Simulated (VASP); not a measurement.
# PbO2 (Fm-3m) in VASP: a series of runs

The runs below take PbO2 through single point, with r2SCAN.

Program: VASP 6.6.1. These are calculated values, not measurements. Logs are shortened: lines on timing, memory, paths and dates and some standing lists are left out, and cuts for length are marked.

## 1. The cell of the first run

It takes space group Fm-3m (No. 225, cubic). The conventional cell has a = 5.208 Å, b = 5.208 Å, c = 5.208 Å, α = 90.00°, β = 90.00°, γ = 90.00°. Pb (site symmetry m-3m) has 8 O at 2.25 Å within 3.0 Å. Within 3.0 Å of O (site symmetry -43m) lie 4 Pb at 2.25 Å and 6 O at 2.60 Å.

## 2. Single point, r2SCAN

POSCAR reads:

```
PbO2
1.0
    0.0000000000      2.6038196678      2.6038196678
    2.6038196678      0.0000000000      2.6038196678
    2.6038196678      2.6038196678      0.0000000000
Pb O
1 2
Direct
    0.0000000000      0.0000000000      0.0000000000
    0.2500000000      0.2500000000      0.2500000000
    0.7500000000      0.7500000000      0.7500000000
```

INCAR.step1 reads:

```
ALGO = Normal
EDIFF = 1E-5
ENCUT = 910
GGA = PE
GGA_COMPAT = F
ISMEAR = -1
LASPH = T
LCHARG = F
LREAL = F
LWAVE = T
NBANDS = 20
NELM = 120
PREC = Accurate
SIGMA = 0.02
```

INCAR.step2 reads:

```
ALGO = Normal
EDIFF = 1E-6
ENCUT = 910
GGA_COMPAT = F
ISIF = 2
ISMEAR = -1
ISTART = 1
LASPH = T
LCHARG = F
LMIXTAU = T
LREAL = F
LWAVE = F
METAGGA = R2SCAN
NBANDS = 20
NELM = 120
PREC = Accurate
SIGMA = 0.02
```

KPOINTS reads:

```
k-points
0
Gamma
  6 6 6
```

Potentials or basis: VASP PAW PBE potentials, release 64 (Pb_d, O_h).

The run is started by

```sh
$ cat potpaw_PBE.64/Pb_d/POTCAR potpaw_PBE.64/O_h/POTCAR > POTCAR
$ cp INCAR.step1 INCAR
$ mpirun -np 1 vasp_std > vasp.out
$ cp INCAR.step2 INCAR
$ mpirun -np 1 vasp_std > vasp.out
```

OUTCAR:

```text
EDIFF = 1E-6
   ENCUT = 910
   ISIF = 2
   ISMEAR = -1
   ISTART = 1
   LASPH = T
   LREAL = F
   METAGGA = R2SCAN
   NELM = 120
   PREC = Accurate

 ion  position               nearest neighbor table
   1  0.000  0.000  0.000-   3 2.25   3 2.25   3 2.25   2 2.25   3 2.25   2 2.25   2 2.25   2 2.25

   2  0.250  0.250  0.250-   1 2.25   1 2.25   1 2.25   1 2.25
   3  0.750  0.750  0.750-   1 2.25   1 2.25   1 2.25   1 2.25

  LATTYP: Found a face centered cubic cell.
 ALAT       =     5.2076393356

  Lattice vectors:

 A1 = (   0.0000000000,   2.6038196678,   2.6038196678)
 A2 = (   2.6038196678,   0.0000000000,   2.6038196678)
 A3 = (   2.6038196678,   2.6038196678,   0.0000000000)

Analysis of symmetry for initial positions (statically):
=====================================================================
 Subroutine PRICEL returns:
 Original cell was already a primitive cell.

 Routine SETGRP: Setting up the symmetry group for a
 face centered cubic supercell.

 Subroutine GETGRP returns: Found 48 space group operations
 (whereof 48 operations were pure point group operations)
 out of a pool of 48 trial point group operations.

The static configuration has the point symmetry O_h .

Analysis of symmetry for dynamics (positions and initial velocities):
=====================================================================
 Subroutine PRICEL returns:
 Original cell was already a primitive cell.

 Routine SETGRP: Setting up the symmetry group for a
 face centered cubic supercell.

 Subroutine GETGRP returns: Found 48 space group operations
 (whereof 48 operations were pure point group operations)
 out of a pool of 48 trial point group operations.

The dynamic configuration has the point symmetry O_h .

 Subroutine INISYM returns: Found 48 space group operations
 (whereof 48 operations are pure point group operations),
 and found     1 'primitive' translations

----------------------------------------------------------------------------------------

                                     Primitive cell

  volume of cell :      35.3072

  direct lattice vectors                    reciprocal lattice vectors
     0.000000000  2.603819668  2.603819668    -0.192025587  0.192025587  0.192025587
     2.603819668  0.000000000  2.603819668     0.192025587 -0.192025587  0.192025587
     2.603819668  2.603819668  0.000000000     0.192025587  0.192025587 -0.192025587

  length of vectors
     3.682357088  3.682357088  3.682357088     0.332598073  0.332598073  0.332598073

  position of ions in fractional coordinates (direct lattice)
     0.000000000  0.000000000  0.000000000
     0.250000000  0.250000000  0.250000000
     0.750000000  0.750000000  0.750000000

  ion indices of the primitive-cell ions
   primitive index   ion index
                 1           1
                 2           2
                 3           3

----------------------------------------------------------------------------------------

 KPOINTS: k-points

Automatic generation of k-mesh.
 Grid dimensions read from file:
 generate k-points for:    6    6    6

 Generating k-lattice:

  Cartesian coordinates                     Fractional coordinates (reciprocal lattice)
    -0.032004264  0.032004264  0.032004264     0.166666667  0.000000000  0.000000000
     0.032004264 -0.032004264  0.032004264     0.000000000  0.166666667  0.000000000
     0.032004264  0.032004264 -0.032004264     0.000000000  0.000000000  0.166666667

  Length of vectors
     0.055433012  0.055433012  0.055433012

  Shift w.r.t. Gamma in fractional coordinates (k-lattice)
     0.000000000  0.000000000  0.000000000

 Subroutine IBZKPT returns following result:
 ===========================================

 Found     16 irreducible k-points:

 Following reciprocal coordinates:
            Coordinates               Weight
  0.000000  0.000000  0.000000      1.000000
  0.166667  0.000000  0.000000      8.000000
  0.333333  0.000000  0.000000      8.000000
  0.500000  0.000000  0.000000      4.000000
  0.166667  0.166667  0.000000      6.000000
  0.333333  0.166667  0.000000     24.000000
[... 8 lines left out ...]
 -0.333333  0.333333  0.166667     24.000000
 -0.333333  0.500000  0.166667     12.000000
   k-points           NKPTS =     16   k-points in BZ     NKDIM =     16   number of bands    NBANDS=     20
   number of dos      NEDOS =    301   number of ions     NIONS =      3
   total plane-waves  NPLWV =  46656
   dimension x,y,z NGX =    36 NGY =   36 NGZ =   36
   dimension x,y,z NGXF=    72 NGYF=   72 NGZF=   72
   ions per type =               1   2
   NGX,Y,Z   is equivalent  to a cutoff of  16.25, 16.25, 16.25 a.u.
   NGXF,Y,Z  is equivalent  to a cutoff of  32.51, 32.51, 32.51 a.u.
 SYSTEM =  unknown system
   PREC   = accura    normal or accurate (medium, high low for compatibility)
   ISTART =      1    job   : 0-new  1-cont  2-samecut
   ICHARG =      0    charge: 1-file 2-atom 10-const
   ISPIN  =      1    spin polarized calculation?
   LNONCOLLINEAR =      F non collinear calculations
   LSORBIT =      F    spin-orbit coupling
   LASPH  =      T    aspherical Exc in radial PAW
   ENCUT  =  910.0 eV  66.88 Ry    8.18 a.u.   9.06  9.06  9.06*2*pi/ulx,y,z
   NELM   =    120;   NELMIN=  2; NELMDL=  0     # of ELM steps
   EDIFF  = 0.1E-05   stopping-criterion for ELM
   LREAL  =      F    real-space projection
   EDIFFG = 0.1E-04   stopping-criterion for IOM
   NSW    =      0    number of steps for IOM
   IBRION =     -1    ionic relax: 0-MD 1-quasi-New 2-CG
   NFREE  =      0    steps in history (QN), initial steepest desc. (CG)
   ISIF   =      2    stress and relaxation
   ISYM   =      2    0-nonsym 1-usesym 2-fastsym
   POTIM  = 0.5000    time-step for ionic-motion
   TEBEG  =    0.0;   TEEND  =   0.0 temperature during run
   PSTRESS=    0.0 pullay stress
   NELECT =      26.0000    total number of electrons
   NUPDOWN=      -1.0000    fix difference up-down
   EMIN   =  10.00;   EMAX   =-10.00  energy-range for DOS
   EFERMI =   0.00;   METHOD = LEGACY
   ISMEAR =    -1;   SIGMA  =   0.02  broadening in eV -4-tet -1-fermi 0-gaus
   EFERMI_NEDOS =   21; number of points for ismear=-14 and -15
   IALGO  =     38    algorithm
   IMIX   =      4    mixing-type and parameters
     AMIX     =   0.40;   BMIX     =  1.00
     AMIX_MAG =   1.60;   BMIX_MAG =  1.00
  volume/ion in A,a.u.               =      11.77        79.42
  Fermi-wavevector in a.u.,A,eV,Ry     =   1.478354  2.793684 29.735940  2.185530
  Thomas-Fermi vector in A             =   2.592645
   LORBIT       =      0    0 simple, 1 ext, 2 COOP (PROOUT), +10 PAW based schemes
   METAGGA = R2SCAN    functional components
   LHFCALC =     F    Hartree Fock is set to
   AEXX    =    0.0000 exact exchange contribution
   IVDW    =     0    specifies the selected vdW correction
   LEPSILON=     F    determine dielectric tensor
   LRPA    =     F    only Hartree local field effects (RPA)
 non-spin polarized calculation
  energy-cutoff  :      910.00
  volume of cell :       35.31
 maximum number of plane-waves:      2229
   NGX = 19   NGY = 19   NGZ = 19

 number of electron      25.9999999 magnetization

 Free energy of the ion-electron system (eV)
  ---------------------------------------------------
  ext. energy  EPLUGINS =         0.00000000
  ---------------------------------------------------
  free energy    TOTEN  =       -70.69821447 eV

  energy without entropy =      -70.69757670  energy(sigma->0) =      -70.69789559

 E-fermi :   7.2630     XC(G=0): -12.5693

 val. band max:        7.2150739398   @ k =  -0.3333   0.5000   0.1667
 cond. band min:       8.2994170857   @ k =   0.1667   0.1667   0.0000
 fundamental gap:      1.0843431459
 Fermi energy:         7.2630365664

 k-point     1 :       0.0000    0.0000    0.0000
  band No.  band energies     occupation
      1     -13.2003      2.00000
      2      -9.7349      2.00000
      3      -9.1337      2.00000
      4      -9.1337      2.00000
      5      -9.1337      2.00000
      6      -8.7315      2.00000
[... 12 lines left out ...]
     19      24.3834      0.00000
     20      24.3834      0.00000

 k-point     2 :       0.1667    0.0000    0.0000
  band No.  band energies     occupation
      1     -12.9455      2.00000
      2     -10.5920      2.00000
      3      -9.0878      2.00000
      4      -9.0878      2.00000
      5      -8.7337      2.00000
      6      -8.7337      2.00000
[... 12 lines left out ...]
     19      24.2159      0.00000
     20      24.2159      0.00000

 k-point     3 :       0.3333    0.0000    0.0000
  band No.  band energies     occupation
      1     -12.4508      2.00000
      2     -11.1883      2.00000
      3      -9.0254      2.00000
      4      -9.0254      2.00000
      5      -8.7045      2.00000
      6      -8.7045      2.00000
[... 12 lines left out ...]
     19      23.9818      0.00000
     20      23.9818      0.00000

 k-point     4 :       0.5000    0.0000    0.0000
  band No.  band energies     occupation
      1     -12.3149      2.00000
      2     -11.1782      2.00000
      3      -9.0129      2.00000
      4      -9.0129      2.00000
      5      -8.6687      2.00000
      6      -8.6687      2.00000
[... 12 lines left out ...]
     19      23.7887      0.00000
     20      23.7887      0.00000

 k-point     5 :       0.1667    0.1667    0.0000
  band No.  band energies     occupation
      1     -12.8518      2.00000
      2     -10.7916      2.00000
      3      -9.0448      2.00000
      4      -9.0448      2.00000
      5      -8.7723      2.00000
      6      -8.7088      2.00000
[... 12 lines left out ...]
     19      24.2146      0.00000
     20      24.4403      0.00000

 k-point     6 :       0.3333    0.1667    0.0000
  band No.  band energies     occupation
      1     -12.3916      2.00000
      2     -11.3524      2.00000
      3      -8.9668      2.00000
      4      -8.9228      2.00000
      5      -8.7676      2.00000
      6      -8.6818      2.00000
[... 12 lines left out ...]
     19      24.4785      0.00000
     20      26.3133      0.00000

 k-point     7 :       0.5000    0.1667    0.0000
  band No.  band energies     occupation
      1     -12.1660      2.00000
      2     -11.4463      2.00000
      3      -8.9436      2.00000
      4      -8.8571      2.00000
      5      -8.6681      2.00000
      6      -8.5261      2.00000
[... 12 lines left out ...]
     19      24.2153      0.00000
     20      26.4133      0.00000

 k-point     8 :      -0.3333    0.1667    0.0000
  band No.  band energies     occupation
      1     -12.1984      2.00000
      2     -11.4585      2.00000
      3      -8.9552      2.00000
      4      -8.8460      2.00000
      5      -8.7294      2.00000
      6      -8.5088      2.00000
[... 12 lines left out ...]
     19      23.7411      0.00000
     20      26.6532      0.00000

 k-point     9 :      -0.1667    0.1667    0.0000
  band No.  band energies     occupation
      1     -12.5855      2.00000
      2     -11.1383      2.00000
      3      -9.0272      2.00000
      4      -8.9491      2.00000
      5      -8.7620      2.00000
      6      -8.6856      2.00000
[... 12 lines left out ...]
     19      23.8514      0.00000
     20      25.3501      0.00000

 k-point    10 :       0.3333    0.3333    0.0000
  band No.  band energies     occupation
      1     -12.0252      2.00000
      2     -11.7054      2.00000
      3      -8.8696      2.00000
      4      -8.8524      2.00000
      5      -8.8524      2.00000
      6      -8.6633      2.00000
[... 12 lines left out ...]
     19      24.5968      0.00000
     20      27.5207      0.00000

 k-point    11 :       0.5000    0.3333    0.0000
  band No.  band energies     occupation
      1     -11.9361      2.00000
      2     -11.6903      2.00000
      3      -8.8938      2.00000
      4      -8.8058      2.00000
      5      -8.6593      2.00000
      6      -8.5433      2.00000
[... 12 lines left out ...]
     19      24.9867      0.00000
     20      26.0892      0.00000

 k-point    12 :      -0.3333    0.3333    0.0000
  band No.  band energies     occupation
      1     -11.9573      2.00000
      2     -11.6858      2.00000
      3      -8.8419      2.00000
      4      -8.8339      2.00000
      5      -8.7190      2.00000
      6      -7.9282      2.00000
[... 12 lines left out ...]
     19      24.2449      0.00000
     20      26.5515      0.00000

 k-point    13 :       0.5000    0.5000    0.0000
  band No.  band energies     occupation
      1     -12.0329      2.00000
      2     -11.5099      2.00000
      3      -8.9346      2.00000
      4      -8.7476      2.00000
      5      -8.7476      2.00000
      6      -8.6405      2.00000
[... 12 lines left out ...]
     19      24.7044      0.00000
     20      26.1419      0.00000

 k-point    14 :       0.5000    0.3333    0.1667
  band No.  band energies     occupation
      1     -12.0024      2.00000
      2     -11.6977      2.00000
      3      -8.8627      2.00000
      4      -8.8551      2.00000
      5      -8.7257      2.00000
      6      -8.4816      2.00000
[... 12 lines left out ...]
     19      24.4564      0.00000
     20      26.5233      0.00000

 k-point    15 :      -0.3333    0.3333    0.1667
  band No.  band energies     occupation
      1     -11.9529      2.00000
      2     -11.6914      2.00000
      3      -8.8410      2.00000
      4      -8.8277      2.00000
      5      -8.7020      2.00000
      6      -8.0243      2.00000
[... 12 lines left out ...]
     19      24.4639      0.00000
     20      26.6043      0.00000

 k-point    16 :      -0.3333    0.5000    0.1667
  band No.  band energies     occupation
      1     -11.9341      2.00000
      2     -11.6820      2.00000
      3      -8.8797      2.00000
      4      -8.7474      2.00000
      5      -8.6866      2.00000
      6      -8.2586      2.00000
[... 12 lines left out ...]
     19      25.3426      0.00000
     20      25.5981      0.00000

------------------------ aborting loop because EDIFF is reached ----------------------------------------

  FORCE on cell =-STRESS in cart. coord.  units (eV):
  Direction    XX          YY          ZZ          XY          YZ          ZX
  --------------------------------------------------------------------------------------
  -------------------------------------------------------------------------------------
  Total        2.8760754      2.8760754      2.8760754      0.0000000      0.0000000     -0.0000000
  in kB      130.5113086    130.5113086    130.5113086      0.0000000      0.0000000     -0.0000000
  external PRESSURE =     130.5113086 kB  Pullay stress =       0.0000000 kB

 VOLUME and BASIS-vectors are now :
 -----------------------------------------------------------------------------
  energy-cutoff  :      910.00
  volume of cell :       35.31
      direct lattice vectors                 reciprocal lattice vectors
     0.000000000  2.603819668  2.603819668    -0.192025587  0.192025587  0.192025587
     2.603819668  0.000000000  2.603819668     0.192025587 -0.192025587  0.192025587
     2.603819668  2.603819668  0.000000000     0.192025587  0.192025587 -0.192025587

 POSITION                                       TOTAL-FORCE (eV/Angst)
 -----------------------------------------------------------------------------------
      0.00000      0.00000      0.00000        -0.000000      0.000000      0.000000
      1.30191      1.30191      1.30191         0.000000      0.000000     -0.000000
      3.90573      3.90573      3.90573        -0.000000     -0.000000      0.000000
 -----------------------------------------------------------------------------------
    total drift:                                0.000000      0.000000      0.000000

  FREE ENERGIE OF THE ION-ELECTRON SYSTEM (eV)
  ---------------------------------------------------
  free  energy   TOTEN  =       -70.6982144711 eV

  energy  without entropy=      -70.6975767036  energy(sigma->0) =      -70.69789559
```

Wall time 73 s (1 thread of Intel Xeon 6975P-C (Granite Rapids), shared host); peak memory 0.22 GiB.

What came out:

```
Free energy            : -70.6982 eV
Pressure               : 13.1 GPa
Band gap on the k mesh : zero (band 13 reaches 7.22 eV, above the bottom of band 14 at 5.74 eV)
```

Levels at points of the mesh, in eV from the Fermi level:
```csv
k point,band 10,band 11,band 12,band 13,band 14,band 15,band 16,band 17
"(0.00, 0.00, 0.00)",-2.26,-1.57,-1.52,-1.52,-1.52,7.95,7.95,7.95
"(0.50, 0.00, 0.00)",-3.32,-3.32,-1.66,-1.66,3.63,8.02,11.18,11.18
"(0.50, 0.50, 0.00)",-5.29,-0.41,-0.20,-0.20,2.50,7.65,10.04,12.83
```

Caveat: the cutoff is under 1.25 times the usual one of these potentials, so pressure, stress and relaxed cells hold a basis-set (Pulay) error; the PAW data sets were made with another functional, which shifts forces and pressure a little; spin-orbit coupling is left out, which moves the levels of the heavy elements.

## 3. Single point, r2SCAN

This run uses another cell than the first one, of 11.09 Å³/atom, 0.942 times its volume.

POSCAR reads:

```
PbO2
1.0
    0.0000000000      2.5527511581      2.5527511581
    2.5527511581      0.0000000000      2.5527511581
    2.5527511581      2.5527511581      0.0000000000
Pb O
1 2
Direct
    0.0000000000      0.0000000000      0.0000000000
    0.2500000000      0.2500000000      0.2500000000
    0.7500000000      0.7500000000      0.7500000000
```

INCAR.step1 reads:

```
SYSTEM = PbO2
  PREC = Accurate
  ENCUT = 910
  ISMEAR = -1
  SIGMA = 0.02
  LREAL = .False.
  LASPH = .True.
  NELM = 120
  NBANDS = 20
  GGA = PE
  ALGO = Normal
  EDIFF = 1E-5
  LWAVE = .True.
  LCHARG = .False.
  GGA_COMPAT = .False.
```

INCAR.step2 reads:

```
SYSTEM = PbO2
  PREC = Accurate
  ENCUT = 910
  EDIFF = 1E-6
  ISMEAR = -1
  SIGMA = 0.02
  LREAL = .False.
  LASPH = .True.
  NELM = 120
  ALGO = Normal
  ISIF = 2
  LWAVE = .False.
  LCHARG = .True.
  METAGGA = R2SCAN
  LMIXTAU = .True.
  LELF = .True.
  LVHAR = .True.
  NBANDS = 20
  ISTART = 1
  GGA_COMPAT = .False.
```

KPOINTS reads:

```
Automatic mesh
0
Gamma
  6 6 6
  0 0 0
```

Potentials or basis: VASP PAW PBE potentials, release 64 (Pb_d, O_h).

The run is started by

```sh
$ cat potpaw_PBE.64/Pb_d/POTCAR potpaw_PBE.64/O_h/POTCAR > POTCAR
$ cp INCAR.step1 INCAR
$ mpirun -np 1 vasp_std > vasp.out
$ cp INCAR.step2 INCAR
$ mpirun -np 1 vasp_std > vasp.out
```

Wall time 85 s (1 thread of Intel Xeon 6975P-C (Granite Rapids), shared host); peak memory 0.22 GiB.

The run converged. Its results:

| Quantity | Value |
| --- | --- |
| Free energy | -70.4340 eV |
| Pressure | 28.5 GPa |
| Band gap on the k mesh | zero (band 13 reaches 8.12 eV, above the bottom of band 14 at 7.17 eV) |

Levels at points of the mesh, in eV from the Fermi level:
```
           k point  band 9  band 10  band 11  band 12  band 13  band 14  band 15  band 16  band 17  band 18
(0.00, 0.00, 0.00)   -2.35    -2.35    -1.68    -1.68    -1.68    -1.00     8.13     8.13     8.13    12.88
(0.50, 0.00, 0.00)   -4.19    -3.61    -3.61    -1.75    -1.75     4.11     8.22    11.72    11.72    16.71
(0.50, 0.50, 0.00)   -5.72    -5.72    -0.50    -0.22    -0.22     2.83     8.13    10.23    13.52    13.52
```

Caveat: the cutoff is under 1.25 times the usual one of these potentials, so pressure, stress and relaxed cells hold a basis-set (Pulay) error; the PAW data sets were made with another functional, which shifts forces and pressure a little; spin-orbit coupling is left out, which moves the levels of the heavy elements.
